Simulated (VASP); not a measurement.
SrCl2, 3 atoms in the cell. The structure is cubic, space group Fm-3m (No. 225). The conventional cell has a = 6.908 Å, b = 6.908 Å, c = 6.908 Å, α = 90.00°, β = 90.00°, γ = 90.00°. Sr (site symmetry m-3m) has 8 Cl at 2.99 Å within 3.9 Å. Cl (site symmetry -43m) has 4 Sr at 2.99 Å and 6 Cl at 3.45 Å within 3.9 Å. 

| Item | Value |
| --- | --- |
| Program | VASP 6.6.1 |
| Task | single point |
| Functional | HSE06 |
| Potentials or basis | VASP PAW PBE potentials, release 64 (Sr_sv, Cl) |
| Cutoff | 520 eV |
| k mesh | 6 × 6 × 6 |
| Occupations | fermi-dirac, width 0.05 eV |
| Spin | no spin polarisation |
| Dipole correction | no |
| Grid for exact exchange (PRECFOCK) | Normal |
| Further INCAR settings | ALGO = Normal; EDIFF = 1e-07; NBANDS = 19 |
| Share of exact exchange | 0.25 |
| Screening parameter | 0.2079 1/Å |

Potentials or basis: VASP PAW PBE potentials, release 64 (Sr_sv, Cl).

Run with:

```bash
$ cat potpaw_PBE.64/Sr_sv/POTCAR potpaw_PBE.64/Cl/POTCAR > POTCAR
$ cp INCAR.step1 INCAR
$ mpirun -np 2 vasp_std > vasp.out
$ cp INCAR.step2 INCAR
$ mpirun -np 2 vasp_std > vasp.out
```

Hardware: 2 MPI ranks on Intel(R) Xeon(R) Platinum 8488C (Sapphire Rapids) (shared host).

Q: Estimate the wall time of this run.

A: Wall time 44 min on 2 MPI ranks on Intel(R) Xeon(R) Platinum 8488C (Sapphire Rapids), on a shared host, peak memory 0.35 GiB a rank. Counts: k points 16.
